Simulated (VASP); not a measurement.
Set up this calculation in VASP 6.6.1, as the native input.

| Property | Result |
| --- | --- |
| Task | single point |
| Functional | r2SCAN |
| Potentials or basis | VASP PAW PBE potentials, release 64 (C) |
| Cutoff | 520 eV |
| k mesh | 14 × 14 × 14 |
| Occupations | gaussian, width 0.05 eV |
| Spin | no spin polarisation |
| Dipole correction | no |
| Further INCAR settings | ALGO = Normal; EDIFF = 1e-07; NBANDS = 11 |

Crystal: C.

```xyz
2
Lattice="0.0000 2.1867 3.3692 1.2625 0.0000 3.3692 1.2625 2.1867 0.0000" Properties=species:S:1:pos:R:3 pbc="T T T"
C     1.2625    0.7291    3.3692
C     1.2625    3.6443    3.3692
```

This cell differs from its parent crystal: ratio of the length along z to the lengths across it x 0.92, volume and fractional coordinates fixed.

One way to write it, as run:

POSCAR

```
C
1.0
    0.0000000000      2.1866964559      3.3691756237
    1.2625285950      0.0000000000      3.3691756237
    1.2625285950      2.1866964559      0.0000000000
C
2
Direct
    0.1667039277      0.8332960723      0.1667039277
    0.8332960723      0.1667039277      0.8332960723
```

INCAR.step1

```
ALGO = Normal
EDIFF = 1E-4
ENCUT = 520
GGA = PE
ISMEAR = 0
LASPH = True
LCHARG = False
LREAL = False
LWAVE = True
NBANDS = 11
NELM = 80
PREC = Accurate
SIGMA = 0.05
```

INCAR.step2

```
ALGO = Normal
EDIFF = 1E-7
ENCUT = 520
ISIF = 2
ISMEAR = 0
ISTART = 1
LASPH = True
LCHARG = False
LMIXTAU = True
LREAL = False
LWAVE = False
METAGGA = R2SCAN
NBANDS = 11
NELM = 80
PREC = Accurate
SIGMA = 0.05
```

KPOINTS

```
k-points
0
Gamma
  14 14 14
```

Potentials or basis: VASP PAW PBE potentials, release 64 (C).

The run is started by

```sh
$ cat potpaw_PBE.64/C/POTCAR > POTCAR
$ cp INCAR.step1 INCAR
$ mpirun -np 1 vasp_std > vasp.out
$ cp INCAR.step2 INCAR
$ mpirun -np 1 vasp_std > vasp.out
```

Results of the run:

```yaml
Pressure: -19.9 GPa
Largest_force: 0.016 eV/Å
```

Caveat: the cell stands under tension; the PAW data sets were made with another functional, which shifts forces and pressure a little.

Wall time 7.1 min on 1 thread of Intel(R) Xeon(R) Platinum 8259CL CPU @ 2.50GHz (Skylake/Cascade Lake) (shared host), peak memory 0.2 GiB.
